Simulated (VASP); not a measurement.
# Al36O (a cell with a defect) in VASP: notebook, part 2 of 2

VASP 6.6.1.

## (3) Single point, PBE

Contents of INCAR:

```
PREC = Accurate
ENCUT = 520
EDIFF = 1E-7
ISMEAR = 1
SIGMA = 0.1
LREAL = Auto
LASPH = T
NELM = 100
ALGO = Normal
ISIF = 2
LWAVE = F
LCHARG = F
GGA = PE
NBANDS = 81
```

Contents of KPOINTS:

```
Automatic mesh
0
Gamma
  2 2 2
```

Contents of POSCAR:

```
Al36O
1.0
    0.0000000000      6.0583944000      6.0583944000
    6.0583944000      0.0000000000      6.0583944000
    8.0778592000      8.0778592000      0.0000000000
Al O
36 1
Direct
    0.0018582443      0.0023262247     -0.0058274150
    0.0024273719      0.0029237674      0.2436287961
    0.0016757524      0.0020923019      0.4946388687
    0.0019834339      0.0024509388      0.7442521464
    0.0000973176      0.3335680974     -0.0026616263
    0.0037883503      0.3358542395      0.2422740976
    0.0021408801      0.3349829404      0.4942468557
    0.0016811369      0.3336096405      0.7451545526
    0.0008132922      0.6702836646     -0.0052210199
    0.0029175258      0.6696986411      0.2425978314
    0.0001232130      0.6706227136      0.4924972925
   -0.0001614179      0.6713149421      0.7460001475
    0.3330824122      0.0005156039     -0.0026440315
    0.3353814149      0.0043404962      0.2422052231
    0.3345159978      0.0026042185      0.4942377028
    0.3331569312      0.0021142055      0.7451741653
    0.3362962241      0.3367826579     -0.0060943710
    0.3359164137      0.3363562756      0.2413038120
    0.3294129141      0.3299037614      0.4899386594
    0.3279423489      0.3283019049      0.7596162423
    0.3339495147      0.6703467137     -0.0069254563
    0.3330415031      0.6698776034      0.2443524478
    0.3304616022      0.6865016547      0.4894940505
    0.3337412185      0.6710985262      0.7441162684
    0.6698447806      0.0012863911     -0.0052544307
    0.6692449841      0.0033867971      0.2425851347
    0.6701402463      0.0005955147      0.4925179001
    0.6708998080      0.0002336774      0.7459949510
    0.6698898792      0.3344128224     -0.0069043300
    0.6694376636      0.3335021571      0.2444017921
    0.6860331833      0.3308465684      0.4896525765
    0.6705860726      0.3342491145      0.7441474360
    0.6689002235      0.6693222625     -0.0050997676
    0.6700492124      0.6705122677      0.2437338923
    0.6703157679      0.6708166355      0.4919706709
    0.6688532079      0.6693092456      0.7429681701
    0.4180141695      0.4184908828      0.5580880526
```

Potentials or basis: VASP PAW PBE potentials, release 64 (Al, O).

Started as:

```console
> cat potpaw_PBE.64/Al/POTCAR potpaw_PBE.64/O/POTCAR > POTCAR
> mpirun -np 1 vasp_std > vasp.out
```

OUTCAR:

```text
PREC = Accurate
   ENCUT = 520
   EDIFF = 1E-7
   ISMEAR = 1
   LREAL = Auto
   LASPH = T
   NELM = 100
   ISIF = 2
   GGA = PE

 ion  position               nearest neighbor table
   1  0.002  0.002  0.994-  16 2.84   8 2.84  26 2.84  10 2.84  29 2.84  21 2.84  25 2.85   9 2.85
                            13 2.85   5 2.85   4 2.85   2 2.85
   2  0.002  0.003  0.244-  13 2.82   5 2.82  30 2.84  22 2.84  11 2.85  27 2.85   6 2.85  14 2.85
                             1 2.85  26 2.86  10 2.86   3 2.86
   3  0.002  0.002  0.495-  23 2.76  31 2.76  15 2.85   7 2.85  28 2.85  12 2.85   4 2.85  11 2.86
                            27 2.86   2 2.86   6 2.87  14 2.87
   4  0.002  0.002  0.744-  28 2.84  12 2.84  24 2.84  32 2.84   8 2.84  16 2.84   7 2.85  15 2.85
                            25 2.85   1 2.85   9 2.85   3 2.85
   5  0.000  0.334  0.997-  20 2.76   2 2.82   6 2.82  30 2.83   1 2.85  29 2.85  13 2.85  33 2.86
                             9 2.87   8 2.87  17 2.87  12 2.88
   6  0.004  0.336  0.242-  31 2.78   5 2.82  14 2.84  18 2.84  17 2.84   9 2.85   2 2.85  10 2.86
                            30 2.86  34 2.86   7 2.87   3 2.87
   7  0.002  0.335  0.494-  31 2.75  19 2.76  15 2.85  32 2.85   3 2.85   4 2.85  11 2.86   8 2.86
[... 310 lines left out ...]
      1     -13.2056      2.00000
      2      -2.9484      2.00000
      3      -1.5287      2.00000
      4      -1.2466      2.00000
      5      -0.8641      2.00000
      6      -0.7783      2.00000
[... 565 lines left out ...]
     68       9.8011     -0.00000
     69      10.0309     -0.00000
 [bands above 69 left out]

------------------------ aborting loop because EDIFF is reached ----------------------------------------

  FORCE on cell =-STRESS in cart. coord.  units (eV):
  Direction    XX          YY          ZZ          XY          YZ          ZX
  --------------------------------------------------------------------------------------
  -------------------------------------------------------------------------------------
  Total        4.7146860      4.7151943      5.6116459      5.0370392      0.0470683      0.0474707
  in kB       12.7386088     12.7399821     15.1621044     13.6095747      0.1271737      0.1282610
  external PRESSURE =      13.5468984 kB  Pullay stress =       0.0000000 kB

 VOLUME and BASIS-vectors are now :
 -----------------------------------------------------------------------------
  energy-cutoff  :      520.00
  volume of cell :      592.98
      direct lattice vectors                 reciprocal lattice vectors
     0.000000000  6.058394400  6.058394400    -0.082530117  0.082530117  0.082530117
     6.058394400  0.000000000  6.058394400     0.082530117 -0.082530117  0.082530117
     8.077859200  8.077859200  0.000000000     0.061897588  0.061897588 -0.061897588

 POSITION                                       TOTAL-FORCE (eV/Angst)
 -----------------------------------------------------------------------------------
      8.04488      8.04204      0.02535        -0.001307     -0.002237      0.002791
      1.98571      1.98271      0.03242        -0.001579     -0.000651     -0.001151
      4.00830      4.00578      0.02283         0.002019      0.001937      0.002207
      6.02681      6.02398      0.02687         0.001891      0.001614     -0.001450
     10.07725      8.05695      2.02148        -0.002453     -0.001789      0.001108
      3.99179      1.98001      2.05769         0.000269     -0.001304      0.002061
[... 29 lines left out ...]
     10.05653     10.05377      8.10712        -0.000833      0.000662      0.000963
      7.04354      7.04065      5.06788        -0.000056     -0.001182     -0.010037
 -----------------------------------------------------------------------------------
    total drift:                               -0.016531     -0.009651     -0.016287

  FREE ENERGIE OF THE ION-ELECTRON SYSTEM (eV)
  ---------------------------------------------------
  free  energy   TOTEN  =      -144.6779711852 eV

  energy  without entropy=     -144.6744072903  energy(sigma->0) =     -144.67678322
```

OSZICAR:

```text
N       E                     dE             d eps       ncg     rms          rms(c)
DAV:   1     0.201631658834E+03    0.20163E+03   -0.41064E+04  1296   0.115E+03
DAV:   2    -0.120506113172E+03   -0.32214E+03   -0.30138E+03  1546   0.156E+02
DAV:   3    -0.146577421743E+03   -0.26071E+02   -0.25360E+02  1592   0.387E+01
[... 20 lines left out ...]
DAV:  24    -0.144677972851E+03    0.35686E-06   -0.14034E-07   888   0.101E-03    0.959E-03
DAV:  25    -0.144677971701E+03    0.11500E-05   -0.11775E-06  1576   0.367E-03    0.643E-03
DAV:  26    -0.144677971429E+03    0.27157E-06   -0.75039E-07  1264   0.226E-03    0.449E-03
DAV:  27    -0.144677971242E+03    0.18709E-06   -0.18188E-07  1056   0.146E-03    0.322E-03
DAV:  28    -0.144677971185E+03    0.56685E-07   -0.12120E-07   888   0.925E-04
   1 F= -.14467797E+03 E0= -.14467678E+03  d E =-.356389E-02
```

stdout:

```text
POSCAR found type information on POSCAR AlO
 POSCAR found :  2 types and      37 ions
 scaLAPACK will be used
 LDA part: xc-table for (Slater+PW92), standard interpolation
 POSCAR, INCAR and KPOINTS ok, starting setup
 FFT: planning ... GRIDC
 FFT: planning ... GRID_SOFT
 FFT: planning ... GRID
 WAVECAR not read
 entering main loop
```

Run time: 24 min. Hardware: 1 thread of Intel Xeon Platinum 8488C (Sapphire Rapids), shared host; peak memory 0.82 GiB.

Results:

```yaml
Free_energy: -144.6780 eV
Pressure: 1.4 GPa
Largest_force: 0.010 eV/Å
Band_gap_on_the_k_mesh: zero (bands 57 and 58 overlap by 0.77 eV)
```

Forces on the atoms (eV/Å):
```
Al  -0.001 -0.002  0.003
Al  -0.002 -0.001 -0.001
Al   0.002  0.002  0.002
Al   0.002  0.002 -0.001
Al  -0.002 -0.002  0.001
Al   0.000 -0.001  0.002
Al   0.002 -0.001 -0.003
Al  -0.003  0.003 -0.003
Al   0.000  0.000  0.003
Al   0.001  0.000  0.000
Al   0.000 -0.002  0.000
Al   0.001  0.001  0.002
Al  -0.001 -0.003  0.002
Al  -0.002  0.002  0.001
Al  -0.001  0.001 -0.001
Al   0.002 -0.003 -0.003
Al   0.002  0.003  0.001
Al   0.001  0.000  0.000
Al  -0.001  0.000 -0.001
Al   0.002  0.000 -0.001
Al   0.000 -0.001  0.000
Al   0.003  0.000  0.000
Al   0.002 -0.002  0.006
Al   0.003  0.000 -0.003
Al   0.001  0.000  0.002
Al   0.001  0.000 -0.001
Al  -0.004  0.000  0.000
Al   0.002  0.002  0.002
Al  -0.001  0.001  0.000
Al  -0.002  0.002 -0.001
Al  -0.003 -0.001  0.006
Al  -0.001  0.002 -0.003
Al   0.000 -0.001  0.001
Al  -0.001 -0.001 -0.002
Al   0.000  0.001  0.000
Al  -0.001  0.001  0.001
O    0.000 -0.001 -0.010
```

Stress tensor (GPa, compression positive):
```
1.27 1.36 0.01
1.36 1.27 0.01
0.01 0.01 1.52
```

Levels at points of the mesh, in eV from the Fermi level:
| k point | band 54 | band 55 | band 56 | band 57 | band 58 | band 59 |
| --- | --- | --- | --- | --- | --- | --- |
| (0.00, 0.00, 0.00) | -0.90 | -0.65 | -0.61 | -0.09 | 0.24 | 0.28 |
| (0.50, 0.00, 0.00) | -0.70 | -0.63 | -0.41 | -0.05 | -0.04 | 0.50 |
| (0.00, 0.50, 0.00) | -0.70 | -0.63 | -0.41 | -0.05 | -0.04 | 0.50 |
| (0.50, 0.50, 0.00) | -0.74 | -0.50 | -0.27 | 0.14 | 0.20 | 0.39 |
| (0.00, 0.00, 0.50) | -0.92 | -0.80 | -0.73 | -0.71 | -0.49 | -0.47 |
| (0.50, 0.00, 0.50) | -0.75 | -0.31 | -0.14 | 0.28 | 0.44 | 0.47 |
| (0.00, 0.50, 0.50) | -0.75 | -0.31 | -0.14 | 0.28 | 0.44 | 0.47 |
| (0.50, 0.50, 0.50) | -0.40 | -0.36 | 0.01 | 0.27 | 0.36 | 0.61 |

Caveat: the k points lie up to 0.45 Å⁻¹ apart, too coarse for converged energies and pressures of a metal.

## (4) Single point, PBE

Contents of INCAR:

```
SYSTEM = Al36O
  PREC = Accurate
  ENCUT = 520
  EDIFF = 1E-7
  ISMEAR = 1
  SIGMA = 0.1
  LREAL = Auto
  LASPH = .TRUE.
  NELM = 100
  ALGO = Normal
  ISIF = 2
  LWAVE = .FALSE.
  LCHARG = .FALSE.
  GGA = PE
  NBANDS = 81
  KPAR = 4
```

Contents of KPOINTS:

```
regular mesh
0
G
  4 4 3
  0 0 0
```

Contents of POSCAR:

```
Al36O
1.0
    0.0000000000      6.0583944000      6.0583944000
    6.0583944000      0.0000000000      6.0583944000
    8.0778592000      8.0778592000      0.0000000000
Al O
36 1
Direct
    0.0030217300      0.0014712400     -0.0080150800
   -0.0036538100     -0.0049463000      0.2406687400
   -0.0049723100     -0.0066344100      0.5103882500
    0.0034256300      0.0019331000      0.7446293800
    0.0001464700      0.3349064800     -0.0051174200
   -0.0021887300      0.3513717900      0.2400925900
    0.0007629100      0.3360587200      0.4948523900
    0.0010152400      0.3355032900      0.7436920800
    0.0025418700      0.6694610300     -0.0071556700
    0.0016243100      0.6676454000      0.2449521000
    0.0001273700      0.6670564900      0.4959370200
    0.0001127700      0.6655943600      0.7479928400
    0.3363397200     -0.0014055100     -0.0048188300
    0.3528896100     -0.0037108700      0.2402758500
    0.3377186400     -0.0008133900      0.4948980300
    0.3369770000     -0.0005741800      0.7438199900
    0.3372640400      0.3356882800     -0.0058256200
    0.3374483900      0.3361154600      0.2426462800
    0.3358392400      0.3343416100      0.4936467600
    0.3359856200      0.3344995900      0.7455421200
    0.3362616100      0.6684954800     -0.0067704500
    0.3370919000      0.6659413200      0.2432216100
    0.3380420800      0.6652005500      0.4966934900
    0.3369541700      0.6664515300      0.7453548600
    0.6708152800      0.0010670200     -0.0071373000
    0.6692383900      0.0001449900      0.2448891900
    0.6686590800     -0.0014145000      0.4959072000
    0.6670875000     -0.0012762600      0.7479877500
    0.6700274400      0.3347830000     -0.0067809500
    0.6671033500      0.3358772700      0.2431353700
    0.6669464600      0.3363287700      0.4966969700
    0.6679539500      0.3354100600      0.7453515900
    0.6695155900      0.6680001900     -0.0057630500
    0.6688503500      0.6672498200      0.2452672600
    0.6690866800      0.6674469600      0.4949091200
    0.6690019400      0.6674103400      0.7447685100
    0.0849871500      1.0833983700      0.3087970500
```

Started as:

```console
> cat potpaw_PBE.64/Al/POTCAR potpaw_PBE.64/O/POTCAR > POTCAR
> mpirun -np 4 vasp_std > vasp.out
```

It took 27 min on 4 MPI ranks of Oxide Virtual Turin-like, shared host; peak memory 1.2 GiB.

Results (log left out):

```yaml
Free_energy: -143.3973 eV
Pressure: 1.4 GPa
Largest_force: 0.355 eV/Å
Band_gap_on_the_k_mesh: zero (bands 57 and 58 overlap by 0.51 eV)
```

Forces in eV/Å, atoms in the order of the input:
```
Al  -0.011 -0.012 -0.049
Al  -0.211 -0.209 -0.196
Al   0.152  0.156 -0.117
Al   0.029  0.027 -0.040
Al  -0.039 -0.035  0.019
Al   0.204 -0.202  0.166
Al   0.067  0.015 -0.004
Al  -0.049  0.107  0.054
Al   0.071 -0.028  0.038
Al  -0.038 -0.040  0.064
Al  -0.059  0.003 -0.039
Al  -0.045  0.109  0.015
Al  -0.046 -0.051  0.023
Al  -0.206  0.207  0.168
Al   0.016  0.063 -0.004
Al   0.106 -0.046  0.062
Al  -0.020 -0.023  0.004
Al   0.017  0.022  0.009
Al   0.073  0.079 -0.031
Al  -0.089 -0.086 -0.079
Al   0.001  0.023  0.017
Al   0.003 -0.009 -0.009
Al   0.005 -0.031 -0.027
Al   0.033 -0.023 -0.011
Al  -0.028  0.076  0.043
Al  -0.036 -0.039  0.062
Al   0.006 -0.061 -0.041
Al   0.107 -0.046  0.012
Al   0.021 -0.002  0.014
Al  -0.013  0.013 -0.008
Al  -0.031  0.002 -0.031
Al  -0.022  0.034 -0.009
Al   0.001 -0.002 -0.067
Al  -0.049 -0.053  0.068
Al   0.063  0.062 -0.009
Al  -0.001 -0.006 -0.074
O    0.016  0.007  0.007
```

Stress tensor (GPa, compression positive):
```
 1.24 -0.28  0.16
-0.28  1.23  0.16
 0.16  0.16  1.82
```

Levels at points of the mesh, in eV from the Fermi level:
| k point | band 55 | band 56 | band 57 | band 58 | band 59 | band 60 |
| --- | --- | --- | --- | --- | --- | --- |
| (0.00, 0.00, 0.00) | -0.50 | -0.46 | 0.06 | 0.40 | 0.45 | 0.47 |
| (0.50, 0.00, 0.00) | -0.47 | -0.26 | 0.09 | 0.11 | 0.65 | 0.76 |
| (0.00, 0.50, 0.00) | -0.47 | -0.26 | 0.09 | 0.11 | 0.65 | 0.76 |
| (0.50, 0.50, 0.00) | -0.35 | -0.12 | 0.30 | 0.36 | 0.56 | 0.68 |
